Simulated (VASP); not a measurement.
# Al (Fm-3m) in VASP: further runs

Al is run at these levels: PBE, LDA; tasks: elastic constants, electric field gradients.

Everything below comes from runs of VASP 6.6.1. Logs are shortened: lines on timing, memory, paths and dates and some standing lists are left out, and cuts for length are marked.

### Step 1. The cell of the first run

It takes space group Fm-3m (No. 225, cubic). The conventional cell has a = 4.050 Å, b = 4.050 Å, c = 4.050 Å, α = 90.00°, β = 90.00°, γ = 90.00°. Within 3.8 Å of Al (site symmetry m-3m) lie 12 Al at 2.86 Å.

### Step 2. Elastic constants, PBE

Contents of INCAR:

```
PREC = Accurate
ENCUT = 500
EDIFF = 1E-8
ISMEAR = -1
SIGMA = 0.05
LREAL = False
LASPH = True
NELM = 120
ALGO = Normal
ISIF = 3
LWAVE = False
LCHARG = False
GGA = PE
IBRION = 6
NFREE = 2
POTIM = 0.015
NSW = 1
GGA_COMPAT = False
```

Contents of KPOINTS:

```
Automatic mesh
0
Gamma
  8 8 8
```

Contents of POSCAR:

```
Al
1.0
    0.0000000000      2.0248050000      2.0248050000
    2.0248050000      0.0000000000      2.0248050000
    2.0248050000      2.0248050000      0.0000000000
Al
1
Direct
    0.0000000000      0.0000000000      0.0000000000
```

Potentials or basis: VASP PAW PBE potentials, release 64 (Al).

Started as:

```bash
> cat potpaw_PBE.64/Al/POTCAR > POTCAR
> mpirun -np 1 vasp_std > vasp.out
```

OUTCAR:

```text
PREC = Accurate
   ENCUT = 500
   EDIFF = 1E-8
   ISMEAR = -1
   LREAL = False
   LASPH = True
   NELM = 120
   ISIF = 3
   GGA = PE
   IBRION = 6
   NFREE = 2
   POTIM = 0.015
   NSW = 1

 ion  position               nearest neighbor table
   1  0.000  0.000  0.000-

  LATTYP: Found a face centered cubic cell.
 ALAT       =     4.0496100000

  Lattice vectors:

 A1 = (   0.0000000000,   2.0248050000,   2.0248050000)
 A2 = (   2.0248050000,   0.0000000000,   2.0248050000)
 A3 = (   2.0248050000,   2.0248050000,   0.0000000000)

Analysis of symmetry for initial positions (statically):
=====================================================================
 Subroutine PRICEL returns:
 Original cell was already a primitive cell.

 Routine SETGRP: Setting up the symmetry group for a
 face centered cubic supercell.

 Subroutine GETGRP returns: Found 48 space group operations
 (whereof 48 operations were pure point group operations)
 out of a pool of 48 trial point group operations.

The static configuration has the point symmetry O_h .

Analysis of symmetry for dynamics (positions and initial velocities):
=====================================================================
 Subroutine PRICEL returns:
 Original cell was already a primitive cell.

 Routine SETGRP: Setting up the symmetry group for a
 face centered cubic supercell.

 Subroutine GETGRP returns: Found 48 space group operations
 (whereof 48 operations were pure point group operations)
 out of a pool of 48 trial point group operations.

The dynamic configuration has the point symmetry O_h .

 Subroutine INISYM returns: Found 48 space group operations
 (whereof 48 operations are pure point group operations),
 and found     1 'primitive' translations

----------------------------------------------------------------------------------------

                                     Primitive cell

  volume of cell :      16.6027

  direct lattice vectors                    reciprocal lattice vectors
     0.000000000  2.024805000  2.024805000    -0.246937359  0.246937359  0.246937359
     2.024805000  0.000000000  2.024805000     0.246937359 -0.246937359  0.246937359
     2.024805000  2.024805000  0.000000000     0.246937359  0.246937359 -0.246937359

  length of vectors
     2.863506692  2.863506692  2.863506692     0.427708053  0.427708053  0.427708053

  position of ions in fractional coordinates (direct lattice)
     0.000000000  0.000000000  0.000000000

  ion indices of the primitive-cell ions
   primitive index   ion index
                 1           1

----------------------------------------------------------------------------------------

 KPOINTS: Automatic mesh

Automatic generation of k-mesh.
 Grid dimensions read from file:
 generate k-points for:    8    8    8

 Generating k-lattice:

  Cartesian coordinates                     Fractional coordinates (reciprocal lattice)
    -0.030867170  0.030867170  0.030867170     0.125000000  0.000000000  0.000000000
     0.030867170 -0.030867170  0.030867170     0.000000000  0.125000000  0.000000000
     0.030867170  0.030867170 -0.030867170     0.000000000  0.000000000  0.125000000

  Length of vectors
[... 89 lines left out ...]
  volume of cell :       16.60
 maximum number of plane-waves:       444
 NGX is ok and might be reduce to    24
   NGX = 11   NGY = 11   NGZ = 11

--------------------------------------- Ionic step        1  -------------------------------------------

 number of electron       3.0000000 magnetization

 Free energy of the ion-electron system (eV)
  ---------------------------------------------------
  ext. energy  EPLUGINS =         0.00000000
  ---------------------------------------------------
  free energy    TOTEN  =        -3.74235311 eV

  energy without entropy =       -3.73824108  energy(sigma->0) =       -3.74029710

------------------------ aborting loop because EDIFF is reached ----------------------------------------

  FORCE on cell =-STRESS in cart. coord.  units (eV):
  Direction    XX          YY          ZZ          XY          YZ          ZX
  --------------------------------------------------------------------------------------
  -------------------------------------------------------------------------------------
  Total       -0.0485065     -0.0485065     -0.0485065      0.0000000     -0.0000000     -0.0000000
  in kB       -4.6809146     -4.6809146     -4.6809146      0.0000000     -0.0000000     -0.0000000
  external PRESSURE =      -4.6809146 kB  Pullay stress =       0.0000000 kB
[... 86 lines left out ...]
  FREE ENERGIE OF THE ION-ELECTRON SYSTEM (eV)
  ---------------------------------------------------
  free  energy   TOTEN  =        -3.7405704178 eV

  energy  without entropy=       -3.7367741015  energy(sigma->0) =       -3.73867226

[... ionic steps 4 to 12 ...]

--------------------------------------- Ionic step       13  -------------------------------------------

 number of electron       3.0000000 magnetization

------------------------ aborting loop because EDIFF is reached ----------------------------------------
[... 65 lines left out ...]
--------------------------------------- Ionic step       15  -------------------------------------------

 number of electron       3.0000000 magnetization

 Free energy of the ion-electron system (eV)
  ---------------------------------------------------
  ext. energy  EPLUGINS =         0.00000000
  ---------------------------------------------------
  free energy    TOTEN  =        -3.74235312 eV

  energy without entropy =       -3.73824108  energy(sigma->0) =       -3.74029710

 E-fermi :   7.9805     XC(G=0): -10.1731

 val. band max:        7.6177933304   @ k =  -0.2500   0.3750   0.1250
 cond. band min:       8.0722606143   @ k =   0.5000   0.2500   0.1250
 fundamental gap:      0.4544672839
 Fermi energy:         7.9805265687

 k-point     1 :       0.0000    0.0000    0.0000
  band No.  band energies     occupation
      1      -3.1548      2.00000
      2      20.5220      0.00000
      3      20.5220      0.00000
      4      20.5220      0.00000
      5      21.9673      0.00000
[... 177 lines left out ...]
 k-point    24 :      -0.3750    0.2500    0.1250
  band No.  band energies     occupation
      1       4.4107      2.00000
      2       4.6552      2.00000
      3      12.8957      0.00000
      4      13.3544      0.00000
      5      21.1804      0.00000

 [... further k-points ...]

------------------------ aborting loop because EDIFF is reached ----------------------------------------

  FORCE on cell =-STRESS in cart. coord.  units (eV):
  Direction    XX          YY          ZZ          XY          YZ          ZX
  --------------------------------------------------------------------------------------
  -------------------------------------------------------------------------------------
  Total       -0.0485063     -0.0485063     -0.0485063      0.0000000      0.0000000     -0.0000000
  in kB       -4.6809009     -4.6809009     -4.6809009      0.0000000      0.0000000     -0.0000000
  external PRESSURE =      -4.6809009 kB  Pullay stress =       0.0000000 kB
[... 16 lines left out ...]
  FREE ENERGIE OF THE ION-ELECTRON SYSTEM (eV)
  ---------------------------------------------------
  free  energy   TOTEN  =        -3.7423531151 eV

  energy  without entropy=       -3.7382410838  energy(sigma->0) =       -3.74029710

 INTERNAL STRAIN TENSORS FROM STRAINED CELLS
 ============================================

 INTERNAL STRAIN TENSOR FOR ION    1 for displacements in x,y,z  (eV/Angst):
          X           Y           Z          XY          YZ          ZX
  --------------------------------------------------------------------------------
  x     0.00000     0.00000    -0.00000     0.00000     0.00000     0.00000
  y     0.00000     0.00000     0.00000     0.00000     0.00000    -0.00000
  z    -0.00000     0.00000     0.00000     0.00000    -0.00000     0.00000

 INTERNAL STRAIN TENSORS FROM DISPLACED ATOMS
 ============================================

 INTERNAL STRAIN TENSOR FOR ION    1 for displacements in x,y,z  (eV/Angst):
          X           Y           Z          XY          YZ          ZX
  --------------------------------------------------------------------------------
  x     0.00000     0.00000     0.00000     0.00000     0.00000     0.00000
  y     0.00000     0.00000     0.00000     0.00000     0.00000     0.00000
  z     0.00000     0.00000     0.00000     0.00000     0.00000     0.00000

 Eigenvectors and eigenvalues of the dynamical matrix
 ----------------------------------------------------

   1 f  =    0.000000 THz     0.000000 2PiTHz    0.000000 cm-1     0.000000 meV
             X         Y         Z           dx          dy          dz
      0.000000  0.000000  0.000000     0.000000    0.000000    1.000000

   2 f  =    0.000000 THz     0.000000 2PiTHz    0.000000 cm-1     0.000000 meV
             X         Y         Z           dx          dy          dz
      0.000000  0.000000  0.000000    -0.937641    0.347605    0.000000

   3 f  =    0.000000 THz     0.000000 2PiTHz    0.000000 cm-1     0.000000 meV
             X         Y         Z           dx          dy          dz
      0.000000  0.000000  0.000000     0.347605    0.937641    0.000000

--------------------------------------------------------------------------------------------------------

 ELASTIC MODULI CONTR FROM IONIC RELAXATION (kBar)
 Direction    XX          YY          ZZ          XY          YZ          ZX
 --------------------------------------------------------------------------------
 XX           0.0000      0.0000      0.0000      0.0000      0.0000      0.0000
 YY           0.0000      0.0000      0.0000      0.0000      0.0000      0.0000
 ZZ           0.0000      0.0000      0.0000      0.0000      0.0000      0.0000
 XY           0.0000      0.0000      0.0000      0.0000      0.0000      0.0000
 YZ           0.0000      0.0000      0.0000      0.0000      0.0000      0.0000
 ZX           0.0000      0.0000      0.0000      0.0000      0.0000      0.0000
 --------------------------------------------------------------------------------

 TOTAL ELASTIC MODULI (kBar)
 Direction    XX          YY          ZZ          XY          YZ          ZX
 --------------------------------------------------------------------------------
 XX        2075.1633    162.9675    162.9675      0.0000     -0.0000     -0.0000
 YY         162.9675   2075.1633    162.9675     -0.0000      0.0000     -0.0000
 ZZ         162.9675    162.9675   2075.1633      0.0000      0.0000     -0.0000
 XY           0.0000     -0.0000      0.0000    -83.5883      0.0000      0.0000
 YZ          -0.0000      0.0000      0.0000      0.0000    -83.5883      0.0000
 ZX          -0.0000     -0.0000     -0.0000      0.0000      0.0000    -83.5883
 --------------------------------------------------------------------------------
```

Run time: 43 s. Hardware: 1 thread of AMD EPYC 9R45 (Zen 5), shared host; peak memory 0.12 GiB.

What came out:

* Elastic constants C11, C12, C44: 208, 16, -8 GPa
* Voigt bulk modulus: 80 GPa

Elastic tensor in Voigt notation (GPa, in the Cartesian axes of the cell as first typed):
```
208  16  16   0   0   0
 16 208  16   0   0   0
 16  16 208   0   0   0
  0   0   0  -8   0   0
  0   0   0   0  -8   0
  0   0   0   0   0  -8
```

Clamped-ion elastic tensor (GPa):
```
208  16  16   0   0   0
 16 208  16   0   0   0
 16  16 208   0   0   0
  0   0   0  -8   0   0
  0   0   0   0  -8   0
  0   0   0   0   0  -8
```

Caveat: the elastic tensor has a negative eigenvalue, so either the cell is unstable as it stands or the mesh is too thin.

(Continued in part 2 of 2.)
